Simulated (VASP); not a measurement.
# NaCl (Fm-3m) in VASP: a series of runs

NaCl is run at these levels: PBEsol; tasks: relaxation of cell and atoms, single point.

Everything below comes from runs of VASP 6.6.1. Logs are shortened: lines on timing, memory, paths and dates and some standing lists are left out, and cuts for length are marked.

## 1. The cell of the first run

It takes space group Fm-3m (No. 225, cubic). The conventional cell has a = 5.620 Å, b = 5.620 Å, c = 5.620 Å, α = 90.00°, β = 90.00°, γ = 90.00°. Within 3.7 Å of Na (site symmetry m-3m) lie 6 Cl at 2.81 Å. Cl (site symmetry m-3m) has 6 Na at 2.81 Å within 3.7 Å.

## 2. Relaxation of cell and atoms, PBEsol, target pressure 12 GPa, at which the enthalpy is minimised

INCAR

```
SYSTEM = NaCl
PREC     = Accurate       ! precision mode
ENCUT    = 600            ! plane-wave cutoff, eV
EDIFF    = 1E-6           ! SCF threshold, eV
ISMEAR   = 0              ! smearing method
SIGMA    = 0.1            ! smearing width, eV
LREAL    = .False.        ! projectors in reciprocal space
LASPH    = .True.         ! aspherical terms in the spheres
NELM     = 80             ! most SCF steps
ALGO     = Normal         ! electronic algorithm
ISIF     = 3              ! what is computed and relaxed
LWAVE    = .False.        ! write WAVECAR
LCHARG   = .False.        ! write CHGCAR
GGA      = PS             ! functional
IBRION   = 2              ! ionic algorithm
NSW      = 80             ! ionic steps
EDIFFG   = -0.05          ! ionic threshold
PSTRESS  = 120.0
```

KPOINTS

```
regular mesh
0
Gamma
  6 6 6
  0 0 0
```

POSCAR

```
NaCl
1.0
    0.0000000000      2.8100000000      2.8100000000
    2.8100000000      0.0000000000      2.8100000000
    2.8100000000      2.8100000000      0.0000000000
Na Cl
1 1
Direct
    0.0000000000      0.0000000000      0.0000000000
    0.5000000000      0.5000000000      0.5000000000
```

Potentials or basis: VASP PAW PBE potentials, release 64 (Na_pv, Cl).

Launch:

```sh
> cat potpaw_PBE.64/Na_pv/POTCAR potpaw_PBE.64/Cl/POTCAR > POTCAR
> mpirun -np 1 vasp_std > vasp.out
```

OUTCAR:

```text
SYSTEM = NaCl
   PREC = Accurate
   ENCUT = 600
   EDIFF = 1E-6
   ISMEAR = 0
   LREAL = .False.
   LASPH = .True.
   NELM = 80
   ISIF = 3
   GGA = PS
   IBRION = 2
   NSW = 80
   EDIFFG = -0.05
   PSTRESS = 120.0

 ion  position               nearest neighbor table
   1  0.000  0.000  0.000-
   2  0.500  0.500  0.500-

  LATTYP: Found a face centered cubic cell.
 ALAT       =     5.6200000000

  Lattice vectors:

 A1 = (   0.0000000000,   2.8100000000,   2.8100000000)
 A2 = (   2.8100000000,   0.0000000000,   2.8100000000)
 A3 = (   2.8100000000,   2.8100000000,   0.0000000000)

Analysis of symmetry for initial positions (statically):
=====================================================================
 Subroutine PRICEL returns:
 Original cell was already a primitive cell.

 Routine SETGRP: Setting up the symmetry group for a
 face centered cubic supercell.

 Subroutine GETGRP returns: Found 48 space group operations
 (whereof 48 operations were pure point group operations)
 out of a pool of 48 trial point group operations.

The static configuration has the point symmetry O_h .

Analysis of symmetry for dynamics (positions and initial velocities):
=====================================================================
 Subroutine PRICEL returns:
 Original cell was already a primitive cell.

 Routine SETGRP: Setting up the symmetry group for a
 face centered cubic supercell.

 Subroutine GETGRP returns: Found 48 space group operations
 (whereof 48 operations were pure point group operations)
 out of a pool of 48 trial point group operations.

The dynamic configuration has the point symmetry O_h .

 Subroutine INISYM returns: Found 48 space group operations
 (whereof 48 operations are pure point group operations),
 and found     1 'primitive' translations

----------------------------------------------------------------------------------------

                                     Primitive cell

  volume of cell :      44.3761

  direct lattice vectors                    reciprocal lattice vectors
     0.000000000  2.810000000  2.810000000    -0.177935943  0.177935943  0.177935943
     2.810000000  0.000000000  2.810000000     0.177935943 -0.177935943  0.177935943
     2.810000000  2.810000000  0.000000000     0.177935943  0.177935943 -0.177935943

  length of vectors
     3.973940110  3.973940110  3.973940110     0.308194094  0.308194094  0.308194094

  position of ions in fractional coordinates (direct lattice)
     0.000000000  0.000000000  0.000000000
     0.500000000  0.500000000  0.500000000

  ion indices of the primitive-cell ions
   primitive index   ion index
[... 53 lines left out ...]
   NGX,Y,Z   is equivalent  to a cutoff of  13.39, 13.39, 13.39 a.u.
   NGXF,Y,Z  is equivalent  to a cutoff of  26.77, 26.77, 26.77 a.u.
 SYSTEM =  NaCl
   PREC   = accura    normal or accurate (medium, high low for compatibility)
   ISTART =      0    job   : 0-new  1-cont  2-samecut
   ICHARG =      2    charge: 1-file 2-atom 10-const
   ISPIN  =      1    spin polarized calculation?
   LNONCOLLINEAR =      F non collinear calculations
   LSORBIT =      F    spin-orbit coupling
   LASPH  =      T    aspherical Exc in radial PAW
   ENCUT  =  600.0 eV  44.10 Ry    6.64 a.u.   7.94  7.94  7.94*2*pi/ulx,y,z
   NELM   =     80;   NELMIN=  2; NELMDL= -5     # of ELM steps
   EDIFF  = 0.1E-05   stopping-criterion for ELM
   LREAL  =      F    real-space projection
   EDIFFG = -.5E-01   stopping-criterion for IOM
   NSW    =     80    number of steps for IOM
   IBRION =      2    ionic relax: 0-MD 1-quasi-New 2-CG
   NFREE  =      1    steps in history (QN), initial steepest desc. (CG)
   ISIF   =      3    stress and relaxation
   ISYM   =      2    0-nonsym 1-usesym 2-fastsym
   POTIM  = 0.5000    time-step for ionic-motion
   TEBEG  =    0.0;   TEEND  =   0.0 temperature during run
   PSTRESS=  120.0 pullay stress
   NELECT =      14.0000    total number of electrons
   NUPDOWN=      -1.0000    fix difference up-down
   EMIN   =  10.00;   EMAX   =-10.00  energy-range for DOS
   EFERMI =   0.00;   METHOD = LEGACY
   ISMEAR =     0;   SIGMA  =   0.10  broadening in eV -4-tet -1-fermi 0-gaus
   EFERMI_NEDOS =   21; number of points for ismear=-14 and -15
   IALGO  =     38    algorithm
   IMIX   =      4    mixing-type and parameters
     AMIX     =   0.40;   BMIX     =  1.00
     AMIX_MAG =   1.60;   BMIX_MAG =  1.00
  volume/ion in A,a.u.               =      22.19       149.73
  Fermi-wavevector in a.u.,A,eV,Ry     =   1.114469  2.106040 16.898985  1.242040
  Thomas-Fermi vector in A             =   2.251064
   LORBIT       =      0    0 simple, 1 ext, 2 COOP (PROOUT), +10 PAW based schemes
   GGA     = PS    functional components
   LHFCALC =     F    Hartree Fock is set to
   AEXX    =    0.0000 exact exchange contribution
   IVDW    =     0    specifies the selected vdW correction
   LEPSILON=     F    determine dielectric tensor
   LRPA    =     F    only Hartree local field effects (RPA)
 conjugate gradient relaxation of ions
 non-spin polarized calculation
 Gauss-broadening in eV      SIGMA  =   0.10
  energy-cutoff  :      600.00
  volume of cell :       44.38
 maximum number of plane-waves:      1492
   NGX = 15   NGY = 15   NGZ = 15

--------------------------------------- Ionic step        1  -------------------------------------------

 number of electron      14.0000007 magnetization

 Free energy of the ion-electron system (eV)
  ---------------------------------------------------
  ext. energy  EPLUGINS =         0.00000000
  ---------------------------------------------------
  free energy    TOTEN  =        -6.99845190 eV

  energy without entropy =       -6.99845190  energy(sigma->0) =       -6.99845190

 E-fermi :  -0.1932     XC(G=0):  -8.3803

 val. band max:       -0.7235529868   @ k =   0.0000   0.0000   0.0000
 cond. band min:       4.2476117403   @ k =   0.0000   0.0000   0.0000
 fundamental gap:      4.9711647270
 Fermi energy:        -0.1932406863

 k-point     1 :       0.0000    0.0000    0.0000
  band No.  band energies     occupation
      1     -21.3548      2.00000
      2     -21.3548      2.00000
      3     -21.3548      2.00000
      4     -13.3920      2.00000
      5      -0.7236      2.00000
      6      -0.7236      2.00000
      7      -0.7236      2.00000
      8       4.2476      0.00000
      9      10.2846      0.00000
     10      10.2846      0.00000
     11      10.2846      0.00000
[... 283 lines left out ...]
--------------------------------------- Ionic step        3  -------------------------------------------

 number of electron      13.9999997 magnetization

 Free energy of the ion-electron system (eV)
  ---------------------------------------------------
  ext. energy  EPLUGINS =         0.00000000
  ---------------------------------------------------
  free energy    TOTEN  =        -6.70989834 eV

  energy without entropy =       -6.70989834  energy(sigma->0) =       -6.70989834

 E-fermi :   1.5650     XC(G=0):  -9.5908

 val. band max:        1.1217913893   @ k =   0.0000   0.0000   0.0000
 cond. band min:       7.2855098294   @ k =   0.0000   0.0000   0.0000
 fundamental gap:      6.1637184401
 Fermi energy:         1.5649551069

 k-point     1 :       0.0000    0.0000    0.0000
  band No.  band energies     occupation
      1     -19.2000      2.00000
      2     -19.2000      2.00000
      3     -19.2000      2.00000
      4     -12.3407      2.00000
      5       1.1218      2.00000
      6       1.1218      2.00000
      7       1.1218      2.00000
      8       7.2855      0.00000
      9      12.2470      0.00000
     10      12.2470      0.00000
     11      12.2470      0.00000
[... 241 lines left out ...]
  energy  without entropy=       -6.7098983432  energy(sigma->0) =       -6.70989834

  enthalpy is  TOTEN    =        -4.1507485983 eV   P V=        2.5591497449

 reached required accuracy - stopping structural energy minimisation
```

OSZICAR:

```text
N       E                     dE             d eps       ncg     rms          rms(c)
DAV:   1     0.100997672782E+03    0.10100E+03   -0.81210E+03   352   0.144E+03
DAV:   2     0.168431519803E+01   -0.99313E+02   -0.91058E+02   410   0.297E+02
DAV:   3    -0.696301111748E+01   -0.86473E+01   -0.85943E+01   430   0.854E+01
[... 23 lines left out ...]
DAV:   2    -0.671050319709E+01    0.27015E-02   -0.39440E-03   382   0.801E-01    0.161E-01
DAV:   3    -0.670994068418E+01    0.56251E-03   -0.13487E-03   397   0.461E-01    0.757E-02
DAV:   4    -0.670990033088E+01    0.40353E-04   -0.49494E-05   501   0.840E-02    0.823E-03
DAV:   5    -0.670989827174E+01    0.20591E-05   -0.76600E-06   361   0.219E-02    0.449E-03
DAV:   6    -0.670989834321E+01   -0.71469E-07   -0.20962E-07   191   0.769E-03
   3 F= -.41507486E+01 E0= -.41507486E+01  d E =-.475980E+00
```

CONTCAR:

```text
NaCl
   1.00000000000000
     0.0000000000000000    2.5755205125536644    2.5755205125536644
     2.5755205125536644    0.0000000000000000    2.5755205125536644
     2.5755205125536644    2.5755205125536644    0.0000000000000000
  Na              Cl
     1     1
Direct
     0.0000000000000000    0.0000000000000000    0.0000000000000000
     0.5000000000000000    0.5000000000000000    0.5000000000000000

  0.00000000E+00  0.00000000E+00  0.00000000E+00
  0.00000000E+00  0.00000000E+00  0.00000000E+00
```

It took 19 s on 1 thread of Intel Xeon Platinum 8259CL at 2.50GHz (Skylake/Cascade Lake), shared host; peak memory 0.17 GiB.

Results:

| Property | Result |
| --- | --- |
| Free energy | -6.7099 eV |
| Relaxed volume | 17.08 Å³/atom |
| Relaxed cell | a = 3.642 Å, b = 3.642 Å, c = 3.642 Å, α = 60.00°, β = 60.00°, γ = 60.00° |
| Space group after relaxing (to 0.05 Å) | Fm-3m (No. 225) |
| Energy change on relaxing (the enthalpy is what falls) | +144.3 meV/atom |
| Ionic steps | 3 |
| Pressure after relaxing | 12.0 GPa |
| Band gap on the k mesh | 6.16 eV, direct |

The path:
```csv
step,energy change (eV),largest force (eV/Å),pressure (GPa),volume (Å³)
1,0.0000,0.0000,-0.19,44.38
2,0.2724,0.0000,11.49,34.39
3,0.2886,0.0000,11.99,34.17
```

Final structure:
```yaml
crystal:
  lattice:
    - [0.00000, 2.57552, 2.57552]
    - [2.57552, 0.00000, 2.57552]
    - [2.57552, 2.57552, 0.00000]
  atoms:
    - { symbol: Na, position: [0.00000, 0.00000, 0.00000] }
    - { symbol: Cl, position: [0.50000, 0.50000, 0.50000] }
```

Levels at points of the mesh, in eV from the valence-band top:
```
           k point  band 3  band 4  band 5  band 6  band 7  band 8  band 9  band 10  band 11
(0.00, 0.00, 0.00)  -20.32  -13.46    0.00    0.00    0.00    6.16   11.13    11.13    11.13
(0.50, 0.00, 0.00)  -20.33  -12.70   -2.98   -0.47   -0.47    7.47   11.43    11.43    12.85
(0.50, 0.50, 0.00)  -20.35  -12.66   -2.57   -0.93   -0.93    7.45    8.16    13.23    16.20
```

Caveat: the cell is relaxed towards a set pressure, so the enthalpy falls and the energy may rise; the volume moved by over 15 % at a fixed basis, so the end points are rough; the PAW data sets were made with another functional, which shifts forces and pressure a little.

## 3. Relaxation of cell and atoms, PBEsol, target pressure 12 GPa, at which the enthalpy is minimised

This run uses another cell than the first one, of 17.04 Å³/atom, 0.768 times its volume.

INCAR

```
PREC     = Accurate       # precision mode
ENCUT    = 600            # plane-wave cutoff, eV
EDIFF    = 1E-6           # SCF threshold, eV
ISMEAR   = 0              # smearing method
SIGMA    = 0.01           # smearing width, eV
LREAL    = False          # projectors in reciprocal space
LASPH    = True           # aspherical terms in the spheres
NELM     = 60             # most SCF steps
ALGO     = Normal         # electronic algorithm
ISIF     = 3              # what is computed and relaxed
LWAVE    = False          # write WAVECAR
LCHARG   = False          # write CHGCAR
GGA      = PS             # functional
IBRION   = 2              # ionic algorithm
NSW      = 80             # ionic steps
EDIFFG   = -0.002         # ionic threshold
PSTRESS  = 120.0
```

KPOINTS

```
regular mesh
0
Gamma
  8 8 8
```

POSCAR

```
NaCl
1.0
    0.0000000000      2.5731386328      2.5731386328
    2.5731386328      0.0000000000      2.5731386328
    2.5731386328      2.5731386328      0.0000000000
Na Cl
1 1
Direct
    0.0000000000      0.0000000000      0.0000000000
    0.5000000000      0.5000000000      0.5000000000
```

Potentials or basis: VASP PAW PBE potentials, release 64 (Na_pv, Cl).

Launch:

```sh
> cat potpaw_PBE.64/Na_pv/POTCAR potpaw_PBE.64/Cl/POTCAR > POTCAR
> mpirun -np 1 vasp_std > vasp.out
```

Wall time 25 s (1 thread of Intel Xeon Platinum 8259CL at 2.50GHz (Skylake/Cascade Lake), shared host); peak memory 0.16 GiB.

It converged, with:

```
Free energy                                            : -6.7067 eV
Relaxed volume                                         : 17.08 Å³/atom
Relaxed cell                                           : a = 3.642 Å, b = 3.642 Å, c = 3.642 Å, α = 60.00°, β = 60.00°, γ = 60.00°
Space group after relaxing (to 0.05 Å)                 : Fm-3m (No. 225)
Energy change on relaxing (the enthalpy is what falls) : -3.0 meV/atom
Ionic steps                                            : 3
Pressure after relaxing                                : 12.0 GPa
Band gap on the k mesh                                 : 6.17 eV, direct
```

The path:
```csv
step,energy change (eV),largest force (eV/Å),pressure (GPa),volume (Å³)
1,0.0000,0.0000,12.19,34.07
2,-0.0075,0.0000,11.93,34.17
3,-0.0060,0.0000,12.01,34.15
```

Final structure:
```yaml
crystal:
  lattice:
    - [0.00000, 2.57514, 2.57514]
    - [2.57514, 0.00000, 2.57514]
    - [2.57514, 2.57514, 0.00000]
  atoms:
    - { symbol: Na, position: [0.00000, 0.00000, 0.00000] }
    - { symbol: Cl, position: [0.50000, 0.50000, 0.50000] }
```

Levels at points of the mesh, in eV from the valence-band top:
```tsv
k point	band 5	band 6	band 7	band 8	band 9	band 10
(0.00, 0.00, 0.00)	0.00	0.00	0.00	6.17	11.13	11.13
(0.50, 0.00, 0.00)	-2.98	-0.47	-0.47	7.47	11.43	11.43
(0.50, 0.50, 0.00)	-2.57	-0.93	-0.93	7.45	8.16	13.24
```

Caveat: the cell is relaxed towards a set pressure, so the enthalpy falls and the energy may rise; the PAW data sets were made with another functional, which shifts forces and pressure a little.

## 4. Single point, PBEsol

This run uses another cell than the first one, of 21.97 Å³/atom, 0.990 times its volume.

INCAR

```
PREC     = Accurate       # precision mode
ENCUT    = 520            # plane-wave cutoff, eV
EDIFF    = 1E-7           # SCF threshold, eV
ISMEAR   = 0              # smearing method
SIGMA    = 0.02           # smearing width, eV
LREAL    = F              # projectors in reciprocal space
LASPH    = T              # aspherical terms in the spheres
NELM     = 100            # most SCF steps
ALGO     = Normal         # electronic algorithm
ISIF     = 2              # what is computed and relaxed
LWAVE    = F              # write WAVECAR
LCHARG   = T              # write CHGCAR
GGA      = PS             # functional
LELF     = T              # ELF
LVHAR    = T            
NBANDS   = 14             # bands
```

KPOINTS is that of step 3.

POSCAR

```
NaCl
1.0
    0.0000000000      2.8009522132      2.8009522132
    2.8009522132      0.0000000000      2.8009522132
    2.8009522132      2.8009522132      0.0000000000
Na Cl
1 1
Direct
    0.0000000000      0.0000000000      0.0000000000
    0.5000000000      0.5000000000      0.5000000000
```

Potentials or basis: VASP PAW PBE potentials, release 64 (Na_pv, Cl).

Launch:

```sh
> cat potpaw_PBE.64/Na_pv/POTCAR potpaw_PBE.64/Cl/POTCAR > POTCAR
> mpirun -np 1 vasp_std > vasp.out
```

OUTCAR:

```text
PREC = Accurate
   ENCUT = 520
   EDIFF = 1E-7
   ISMEAR = 0
   LREAL = F
   LASPH = T
   NELM = 100
   ISIF = 2
   GGA = PS

 ion  position               nearest neighbor table
   1  0.000  0.000  0.000-
   2  0.500  0.500  0.500-

  LATTYP: Found a face centered cubic cell.
 ALAT       =     5.6019044264

  Lattice vectors:

 A1 = (   0.0000000000,   2.8009522132,   2.8009522132)
 A2 = (   2.8009522132,   0.0000000000,   2.8009522132)
[... 592 lines left out ...]
 [... further k-points ...]

------------------------ aborting loop because EDIFF is reached ----------------------------------------

  FORCE on cell =-STRESS in cart. coord.  units (eV):
  Direction    XX          YY          ZZ          XY          YZ          ZX
  --------------------------------------------------------------------------------------
  -------------------------------------------------------------------------------------
  Total        0.0054928      0.0054928      0.0054928     -0.0000000      0.0000000     -0.0000000
  in kB        0.2002430      0.2002430      0.2002430     -0.0000000      0.0000000     -0.0000000
  external PRESSURE =       0.2002430 kB  Pullay stress =       0.0000000 kB

 VOLUME and BASIS-vectors are now :
 -----------------------------------------------------------------------------
  energy-cutoff  :      520.00
  volume of cell :       43.95
      direct lattice vectors                 reciprocal lattice vectors
     0.000000000  2.800952213  2.800952213    -0.178510721  0.178510721  0.178510721
     2.800952213  0.000000000  2.800952213     0.178510721 -0.178510721  0.178510721
     2.800952213  2.800952213  0.000000000     0.178510721  0.178510721 -0.178510721

 POSITION                                       TOTAL-FORCE (eV/Angst)
 -----------------------------------------------------------------------------------
      0.00000      0.00000      0.00000        -0.000000     -0.000000     -0.000000
      2.80095      2.80095      2.80095         0.000000      0.000000      0.000000
 -----------------------------------------------------------------------------------
    total drift:                               -0.000000      0.000000      0.000000

  FREE ENERGIE OF THE ION-ELECTRON SYSTEM (eV)
  ---------------------------------------------------
  free  energy   TOTEN  =        -6.9982812767 eV

  energy  without entropy=       -6.9982812767  energy(sigma->0) =       -6.99828128
```

It took 21 s on 1 thread of Intel Xeon Platinum 8259CL at 2.50GHz (Skylake/Cascade Lake), shared host; peak memory 0.16 GiB.

Results:

| Property | Result |
| --- | --- |
| Free energy | -6.9983 eV |
| Pressure | 0.0 GPa |
| Band gap on the k mesh | 5.01 eV, direct |

Caveat: the PAW data sets were made with another functional, which shifts forces and pressure a little.

## 5. Overview

| task | cell | k mesh | cutoff (eV) | smearing | gap on the mesh (eV) | pressure (GPa) |
| --- | --- | --- | --- | --- | --- | --- |
| relaxation of cell and atoms | relaxed to 12 GPa from a = 3.974 Å, angles 60.0°, 2 atoms | 6 × 6 × 6 | 600 | gaussian 0.1 eV | 6.16 | 12.0 |
| relaxation of cell and atoms | relaxed to 12 GPa from a = 3.639 Å, angles 60.0°, 2 atoms | 8 × 8 × 8 | 600 | gaussian 0.01 eV | 6.17 | 12.0 |
| single point | a = 3.961 Å, angles 60.0°, 2 atoms | 8 × 8 × 8 | 520 | gaussian 0.02 eV | 5.01 | 0.0 |

Alike in all rows: level PBEsol; potentials or basis VASP PAW PBE potentials, release 64 (Na_pv, Cl); no spin polarisation.

Caveats: the PAW data sets were made with another functional, which shifts forces and pressure a little; the cell is relaxed towards a set pressure, so the enthalpy falls and the energy may rise (some runs); the volume moved by over 15 % at a fixed basis, so the end points are rough (some runs).

Absolute energies hang on the potentials; compare differences alone.
